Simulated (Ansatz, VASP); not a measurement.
# Two plane-wave programs on Ga2O3

```
Ga O
1.0
     2.49226    1.43891    4.61506
    -2.49226    1.43891    4.61506
     0.00000   -2.87782    4.61506
Ga O
4 6
Direct
  0.85441 0.85441 0.85441
  0.64559 0.64559 0.64559
  0.14559 0.14559 0.14559
  0.35441 0.35441 0.35441
  0.75000 0.44591 0.05409
  0.44591 0.05409 0.75000
  0.05409 0.75000 0.44591
  0.25000 0.55409 0.94591
  0.94591 0.25000 0.55409
  0.55409 0.94591 0.25000
```

Change from the starting cell: uniaxial_z strain +3.0%.

Alike in both runs: task single point; functional r2SCAN; k mesh 6 × 6 × 6; no spin polarisation.

|  | VASP | Ansatz |
| --- | --- | --- |
| version | VASP 6.6.1 | Ansatz 0.2.0 |
| potentials or method | VASP PAW PBE potentials, release 64 (Ga_d, O) | plane waves, PAW |
| plane-wave cutoff (eV) | 520 | 500 |
| occupations | gaussian, width 0.01 eV | fixed |
| valence electrons in the cell | 88 | 88 |

Ansatz gave:

```
gap on the k mesh at the Fermi level (eV)                     : 3.22
pressure (GPa)                                                : -6.0
traceless stress, the component that is largest in VASP (GPa) : -4.76
rms of the force components (eV/Å)                            : 0.000
```

Problem. Which values does VASP return?

Solution. gap on the k mesh at the Fermi level (eV): 3.22; pressure (GPa): -4.3; traceless stress, the component that is largest in VASP (GPa): -5.10; rms of the force components (eV/Å): 0.027.

VASP's potentials were made for PBE, not for r2SCAN. Atom by atom the forces differ by 0.027 eV/Å (rms over components).
